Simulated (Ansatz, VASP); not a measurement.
## Pb in VASP and in Ansatz

```xyz
1
Lattice="0.0000 2.4416 2.4416 2.4416 0.0000 2.4416 2.4416 2.4416 0.0000" Properties=species:S:1:pos:R:3 pbc="T T T"
Pb    0.0000    0.0000    0.0000
```

Alike in both runs: task single point; functional B3LYP5; k mesh 5 × 5 × 5; occupations fermi-dirac, width 0.05 eV; no spin polarisation.

|  | VASP | Ansatz |
| --- | --- | --- |
| version | VASP 6.6.1 | Ansatz 0.2.0 |
| potentials or method | VASP PAW PBE potentials, release 64 (Pb_d) | Ansatz PAW |
| plane-wave cutoff (eV) | 520 | 420 |
| valence electrons in the cell | 14 | 14 |

VASP gave:

- gap on the k mesh at the Fermi level (eV): none
- pressure (GPa): 6.4

Problem. Estimate Ansatz's values.

Solution. gap on the k mesh at the Fermi level (eV): none; pressure (GPa): 6.3.

VASP's potentials were made for PBE, not for B3LYP5. A gap of «none» marks a metal or a gap that the smearing closes. The functional is the same, so the differences come from potentials, cutoffs and numerics.

The k mesh is coarse, so the values compare programs but aren't converged. Neither program's run includes spin-orbit coupling.
